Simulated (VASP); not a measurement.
# Co in VASP: further runs

Co is run at these levels: PBE; tasks: single point.

All numbers are computed with VASP 6.6.1; they aren't measurements. Logs are shortened: lines on timing, memory, paths and dates and some standing lists are left out, and cuts for length are marked.

## 1. The cell of the first run

The cell holds a slab with vacuum, 7 atoms: a = 2.540 Å, b = 2.540 Å, c = 25.774 Å, α = 90.00°, β = 90.00°, γ = 90.00°.

## 2. Single point, PBE, collinear spin, ferromagnetic start

File INCAR:

```
SYSTEM = Co
ALGO = Normal
DIPOL = 0.5 0.5 0.500
EDIFF = 1E-7
ENCUT = 520
GGA = PE
IDIPOL = 3
ISIF = 2
ISMEAR = -1
ISPIN = 2
LASPH = .True.
LCHARG = .True.
LDIPOL = .True.
LELF = .True.
LMAXMIX = 4
LORBIT = 11
LREAL = .False.
LVACPOTAV = .True.
LVHAR = .True.
LWAVE = .False.
MAGMOM = 2 2 2 2 2 2 2
NBANDS = 44
NELM = 150
PREC = Accurate
SIGMA = 0.05
```

File KPOINTS:

```
k-points
0
Gamma
  10 10 1
  0 0 0
```

File POSCAR:

```
Co
1.0
    2.5395032940      0.0000000000      0.0000000000
    0.0000000000      2.5395032940      0.0000000000
    0.0000000000      0.0000000000     25.7742000000
Co
7
Direct
    0.5000000000      0.5000000000      0.2909886631
    0.0000000000      0.0000000000      0.3606591087
    0.5000000000      0.5000000000      0.4303295544
    0.0000000000      0.0000000000      0.5000000000
    0.5000000000      0.5000000000      0.5696704456
    0.0000000000      0.0000000000      0.6393408913
    0.5000000000      0.5000000000      0.7090113369
```

Potentials or basis: VASP PAW PBE potentials, release 64 (Co).

On the command line:

```sh
cat potpaw_PBE.64/Co/POTCAR > POTCAR
mpirun -np 1 vasp_std > vasp.out
```

OUTCAR:

```text
SYSTEM = Co
   EDIFF = 1E-7
   ENCUT = 520
   GGA = PE
   ISIF = 2
   ISMEAR = -1
   ISPIN = 2
   LASPH = .True.
   LORBIT = 11
   LREAL = .False.
   NELM = 150
   PREC = Accurate

 ion  position               nearest neighbor table
   1  0.500  0.500  0.291-   2 2.54   2 2.54   2 2.54   2 2.54
   2  0.000  0.000  0.361-   1 2.54   1 2.54   1 2.54   1 2.54   3 2.54   3 2.54   3 2.54   3 2.54

   3  0.500  0.500  0.430-   4 2.54   4 2.54   4 2.54   4 2.54   2 2.54   2 2.54   2 2.54   2 2.54

   4  0.000  0.000  0.500-   3 2.54   5 2.54   3 2.54   5 2.54   3 2.54   5 2.54   3 2.54   5 2.54

   5  0.500  0.500  0.570-   4 2.54   4 2.54   4 2.54   4 2.54   6 2.54   6 2.54   6 2.54   6 2.54

   6  0.000  0.000  0.639-   7 2.54   7 2.54   7 2.54   7 2.54   5 2.54   5 2.54   5 2.54   5 2.54

   7  0.500  0.500  0.709-   6 2.54   6 2.54   6 2.54   6 2.54

  LATTYP: Found a simple tetragonal cell.
 ALAT       =     2.5395032940
 C/A-ratio  =    10.1493075677

  Lattice vectors:

 A1 = (   2.5395032940,   0.0000000000,   0.0000000000)
 A2 = (   0.0000000000,   2.5395032940,   0.0000000000)
 A3 = (   0.0000000000,   0.0000000000,  25.7742000000)

Analysis of symmetry for initial positions (statically):
=====================================================================
 Subroutine PRICEL returns:
 Original cell was already a primitive cell.

 Routine SETGRP: Setting up the symmetry group for a
 simple tetragonal supercell.

 Subroutine GETGRP returns: Found 16 space group operations
 (whereof 16 operations were pure point group operations)
 out of a pool of 16 trial point group operations.

The static configuration has the point symmetry D_4h.

Analysis of symmetry for dynamics (positions and initial velocities):
=====================================================================
 Subroutine PRICEL returns:
 Original cell was already a primitive cell.

 Routine SETGRP: Setting up the symmetry group for a
 simple tetragonal supercell.

 Subroutine GETGRP returns: Found 16 space group operations
 (whereof 16 operations were pure point group operations)
 out of a pool of 16 trial point group operations.

The dynamic configuration has the point symmetry D_4h.

Analysis of structural, dynamic, and magnetic symmetry:
=====================================================================
 Subroutine PRICEL returns:
 Original cell was already a primitive cell.

 Routine SETGRP: Setting up the symmetry group for a
 simple tetragonal supercell.

 Subroutine GETGRP returns: Found 16 space group operations
 (whereof 16 operations were pure point group operations)
 out of a pool of 16 trial point group operations.
[... 154 lines left out ...]
  ---------------------------------------------------
  free energy    TOTEN  =       -46.96859645 eV

  energy without entropy =      -46.89674826  energy(sigma->0) =      -46.93267235

 E-fermi :   2.3830     XC(G=0):  -7.1496

 val. band max:        2.3796806078   @ k =   0.5000   0.0000   0.0000
 cond. band min:       2.3862489096   @ k =   0.2000   0.2000   0.0000
 fundamental gap:      0.0065683018
 Fermi energy:         2.3829565573

 spin component 1

 k-point     1 :       0.0000    0.0000    0.0000
  band No.  band energies     occupation
      1      -6.0665      1.00000
      2      -5.4464      1.00000
      3      -4.4707      1.00000
      4      -3.3757      1.00000
      5      -2.6502      1.00000
      6      -2.5583      1.00000
[... 955 lines left out ...]
     42       9.5262      0.00000
     43       9.5262      0.00000
 Fermi energy:         2.3829565573

 spin component 2

 k-point     1 :       0.0000    0.0000    0.0000
  band No.  band energies     occupation
      1      -6.0501      1.00000
      2      -5.4166      1.00000
      3      -4.4097      1.00000
      4      -3.1853      1.00000
      5      -2.0452      1.00000
      6      -1.4357      1.00000
[... 955 lines left out ...]
     42       9.9602      0.00000
     43       9.9602      0.00000
 [bands above 43 left out]

------------------------ aborting loop because EDIFF is reached ----------------------------------------

  FORCE on cell =-STRESS in cart. coord.  units (eV):
  Direction    XX          YY          ZZ          XY          YZ          ZX
  --------------------------------------------------------------------------------------
  -------------------------------------------------------------------------------------
  Total       -7.1433122     -7.1433122     -5.9535556      0.0000000      0.0000000      0.0000000
  in kB      -68.8537279    -68.8537279    -57.3857741      0.0000000      0.0000000      0.0000000
  external PRESSURE =     -65.0310766 kB  Pullay stress =       0.0000000 kB

 VOLUME and BASIS-vectors are now :
 -----------------------------------------------------------------------------
  energy-cutoff  :      520.00
  volume of cell :      166.22
      direct lattice vectors                 reciprocal lattice vectors
     2.539503294  0.000000000  0.000000000     0.393777792  0.000000000  0.000000000
     0.000000000  2.539503294  0.000000000     0.000000000  0.393777792  0.000000000
     0.000000000  0.000000000 25.774200000     0.000000000  0.000000000  0.038798488

 POSITION                                       TOTAL-FORCE (eV/Angst)
 -----------------------------------------------------------------------------------
      1.26975      1.26975      7.50000         0.000000      0.000000      0.752413
      0.00000      0.00000      9.29570         0.000000     -0.000000     -0.323635
      1.26975      1.26975     11.09140         0.000000     -0.000000      0.045642
      0.00000      0.00000     12.88710         0.000000     -0.000000      0.000000
      1.26975      1.26975     14.68280        -0.000000     -0.000000     -0.045642
      0.00000      0.00000     16.47850         0.000000     -0.000000      0.323635
      1.26975      1.26975     18.27420        -0.000000      0.000000     -0.752413
 -----------------------------------------------------------------------------------
    total drift:                               -0.000000     -0.000000      0.000000

  FREE ENERGIE OF THE ION-ELECTRON SYSTEM (eV)
  ---------------------------------------------------
  free  energy   TOTEN  =       -46.9685964463 eV

  energy  without entropy=      -46.8967482610  energy(sigma->0) =      -46.93267235

 vacuum level on the upper side and lower side of the slab         6.944         6.944

 total charge

# of ion       s       p       d       tot
------------------------------------------
    1        0.445   0.327   7.195   7.967
    2        0.463   0.468   7.218   8.149
    3        0.465   0.472   7.214   8.151
    4        0.465   0.470   7.217   8.152
    5        0.465   0.472   7.214   8.151
    6        0.463   0.468   7.218   8.149
    7        0.445   0.327   7.195   7.967
--------------------------------------------------
tot          3.210   3.005  50.472  56.687

 magnetization (x)

# of ion       s       p       d       tot
------------------------------------------
    1        0.002  -0.025   1.928   1.905
    2       -0.010  -0.046   1.793   1.736
    3       -0.010  -0.046   1.794   1.738
    4       -0.011  -0.047   1.781   1.723
    5       -0.010  -0.046   1.794   1.738
    6       -0.010  -0.046   1.793   1.736
    7        0.002  -0.025   1.928   1.905
--------------------------------------------------
tot         -0.047  -0.281  12.811  12.483
```

Wall time 7.4 min (1 thread of Intel Xeon 6975P-C (Granite Rapids), shared host); peak memory 0.43 GiB.

What came out:

```yaml
Free_energy: -46.9686 eV
Largest_force: 0.752 eV/Å
Net_moment: 12.33 μB per cell
Site_moments: Co +1.91, +1.74, +1.72 (each value once) μB
Valence_electrons_inside_the_program's_atomic_spheres: Co 7.97, 8.15 (each value once)
```

Forces in eV/Å, atoms in the order of the input:
```
Co   0.000  0.000  0.752
Co   0.000  0.000 -0.324
Co   0.000  0.000  0.046
Co   0.000  0.000  0.000
Co   0.000  0.000 -0.046
Co   0.000  0.000  0.324
Co   0.000  0.000 -0.752
```

## 3. Single point, PBE, collinear spin, ferromagnetic start

File INCAR:

```
  ALGO = Normal
  DIPOL = 0.5 0.5 0.500
  EDIFF = 1E-6
  ENCUT = 520
  GGA = PE
  IDIPOL = 3
  ISIF = 2
  ISMEAR = -1
  ISPIN = 2
  LASPH = True
  LCHARG = False
  LDIPOL = True
  LMAXMIX = 4
  LORBIT = 11
  LREAL = False
  LWAVE = False
  MAGMOM = 2 2 2 2 2 2 2
  NBANDS = 44
  NELM = 150
  PREC = Accurate
  SIGMA = 0.05
```

File KPOINTS:

```
k-points
0
Gamma
  10 10 1
```

POSCAR is that of step 2.

Potentials or basis: VASP PAW PBE potentials, release 64 (Co).

On the command line:

```sh
cat potpaw_PBE.64/Co/POTCAR > POTCAR
mpirun -np 1 vasp_std > vasp.out
```

OUTCAR:

```text
EDIFF = 1E-6
   ENCUT = 520
   GGA = PE
   ISIF = 2
   ISMEAR = -1
   ISPIN = 2
   LASPH = True
   LORBIT = 11
   LREAL = False
   NELM = 150
   PREC = Accurate

 ion  position               nearest neighbor table
   1  0.500  0.500  0.291-   2 2.54   2 2.54   2 2.54   2 2.54
   2  0.000  0.000  0.361-   1 2.54   1 2.54   1 2.54   1 2.54   3 2.54   3 2.54   3 2.54   3 2.54

   3  0.500  0.500  0.430-   4 2.54   4 2.54   4 2.54   4 2.54   2 2.54   2 2.54   2 2.54   2 2.54

   4  0.000  0.000  0.500-   3 2.54   5 2.54   3 2.54   5 2.54   3 2.54   5 2.54   3 2.54   5 2.54

[... 2184 lines left out ...]
      1.26975      1.26975     11.09140         0.000000      0.000000      0.045639
      0.00000      0.00000     12.88710         0.000000      0.000000      0.000000
      1.26975      1.26975     14.68280         0.000000      0.000000     -0.045639
      0.00000      0.00000     16.47850        -0.000000      0.000000      0.323635
      1.26975      1.26975     18.27420        -0.000000     -0.000000     -0.752409
 -----------------------------------------------------------------------------------
    total drift:                               -0.000000      0.000000      0.000000

  FREE ENERGIE OF THE ION-ELECTRON SYSTEM (eV)
  ---------------------------------------------------
  free  energy   TOTEN  =       -46.9685964024 eV

  energy  without entropy=      -46.8967482715  energy(sigma->0) =      -46.93267234

 vacuum level on the upper side and lower side of the slab         6.828         6.828

 total charge

# of ion       s       p       d       tot
------------------------------------------
    1        0.445   0.327   7.195   7.967
    2        0.463   0.468   7.218   8.149
    3        0.465   0.472   7.214   8.151
    4        0.465   0.470   7.217   8.152
    5        0.465   0.472   7.214   8.151
    6        0.463   0.468   7.218   8.149
    7        0.445   0.327   7.195   7.967
--------------------------------------------------
tot          3.210   3.005  50.472  56.687

 magnetization (x)

# of ion       s       p       d       tot
------------------------------------------
    1        0.002  -0.025   1.928   1.905
    2       -0.010  -0.046   1.793   1.736
    3       -0.010  -0.046   1.794   1.738
    4       -0.011  -0.047   1.781   1.723
    5       -0.010  -0.046   1.794   1.738
    6       -0.010  -0.046   1.793   1.736
    7        0.002  -0.025   1.928   1.905
--------------------------------------------------
tot         -0.047  -0.281  12.811  12.483
```

OSZICAR:

```text
N       E                     dE             d eps       ncg     rms          rms(c)
DAV:   1     0.475237415329E+03    0.47524E+03   -0.27737E+04  3696   0.158E+03
DAV:   2    -0.160754275602E+02   -0.49131E+03   -0.46665E+03  3696   0.341E+02
DAV:   3    -0.530431892953E+02   -0.36968E+02   -0.33418E+02  3988   0.131E+02
[... 36 lines left out ...]
DAV:  40    -0.469685892484E+02   -0.16452E-05   -0.15015E-07  2244   0.272E-03    0.453E-04
DAV:  41    -0.469685922703E+02   -0.30219E-05   -0.59606E-08  2180   0.132E-03    0.318E-04
DAV:  42    -0.469685942954E+02   -0.20252E-05   -0.28641E-08  2068   0.739E-04    0.266E-04
DAV:  43    -0.469685960963E+02   -0.18008E-05   -0.54889E-08  2168   0.434E-04    0.200E-04
DAV:  44    -0.469685964024E+02   -0.30617E-06   -0.12782E-08  2028   0.347E-04
   1 F= -.46968596E+02 E0= -.46932672E+02  d E =-.718481E-01  mag=    12.3264
```

It took 8.4 min on 1 thread of Intel Xeon 6975P-C (Granite Rapids), shared host; peak memory 0.43 GiB.

What came out:

```yaml
Free_energy: -46.9686 eV
Largest_force: 0.752 eV/Å
Net_moment: 12.33 μB per cell
Site_moments: Co +1.91, +1.74, +1.72 (each value once) μB
Valence_electrons_inside_the_program's_atomic_spheres: Co 7.97, 8.15 (each value once)
```

Forces in eV/Å, atoms in the order of the input:
```
Co   0.000  0.000  0.752
Co   0.000  0.000 -0.324
Co   0.000  0.000  0.046
Co   0.000  0.000  0.000
Co   0.000  0.000 -0.046
Co   0.000  0.000  0.324
Co   0.000  0.000 -0.752
```
